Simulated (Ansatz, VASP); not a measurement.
**Two plane-wave programs on MgO**

```xyz
2
Lattice="0.0000 2.1351 2.1351 2.1351 0.0000 2.1351 2.1351 2.1351 0.0000" Properties=species:S:1:pos:R:3 pbc="T T T"
Mg    0.0000    0.0000    0.0000
O     1.7109    1.7109    2.1351
```

Alike in both runs: task single point; functional PBEsol; k mesh 10 × 10 × 10; occupations gaussian, width 0.05 eV; no spin polarisation.

|  | VASP | Ansatz |
| --- | --- | --- |
| version | VASP 6.6.1 | Ansatz 0.2.0 |
| potentials or method | VASP PAW PBE potentials, release 64 (Mg, O), cutoff 520 eV | scalar-relativistic, plane waves, PAW |
| valence electrons in the cell | 8 | 16 |

VASP gave:

* gap on the k mesh at the Fermi level (eV): 4.04
* least direct gap on the mesh (eV): 4.10
* pressure (GPa): 24.9
* traceless stress, the component that is largest in VASP (GPa): -35.15
* rms of the force components (eV/Å): 2.217

Q: What did Ansatz give for the same quantities?

A: gap on the k mesh at the Fermi level (eV): 4.03; least direct gap on the mesh (eV): 4.09; pressure (GPa): 24.4; traceless stress, the component that is largest in VASP (GPa): -34.28; rms of the force components (eV/Å): 2.165.

VASP's potentials were made for PBE, not for PBEsol. Atom by atom the forces differ by 0.052 eV/Å (rms over components). VASP's potentials hold 8 valence electrons a cell and Ansatz's 16, so a difference there can come from the potentials and not from the codes.
